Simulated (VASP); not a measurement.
Crystal: Ti2Co.

```
Ti Co
1.0
     0.00000    3.36500    3.36500
     3.36500    0.00000    3.36500
     3.36500    3.36500    0.00000
Ti Co
4 2
Direct
  0.12500 0.12500 0.12500
  0.62500 0.12500 0.12500
  0.12500 0.12500 0.62500
  0.12500 0.62500 0.12500
  0.50000 0.50000 0.50000
  0.75000 0.75000 0.75000
```

Base run:

* Program: VASP 6.6.1
* Functional: PBEsol
* Potentials or basis: VASP PAW PBE potentials, release 64 (Ti_sv, Co)
* Cutoff: 520 eV
* k mesh: 10 × 10 × 10
* Occupations: methfessel-paxton, width 0.2 eV
* Spin: collinear spin, ferromagnetic start
* Starting moments: [0.0, 0.0, 0.0, 0.0, 0.59, 0.59] μB

Its results: pressure 16.0 GPa; net moment 1.25 μB per cell; site moments Ti +0.04; Co +0.57 μB.

The run is repeated on the same cell with these changes: k mesh from 10 × 10 × 10 to 12 × 12 × 12; occupations from methfessel-paxton, width 0.2 eV to gaussian, width 0.1 eV. What comes out?

Pressure 15.8 GPa; net moment 1.07 μB per cell; site moments Ti +0.03; Co +0.51 μB.

Caveats: the cell stands under pressure; the PAW data sets were made with another functional, which shifts forces and pressure a little.
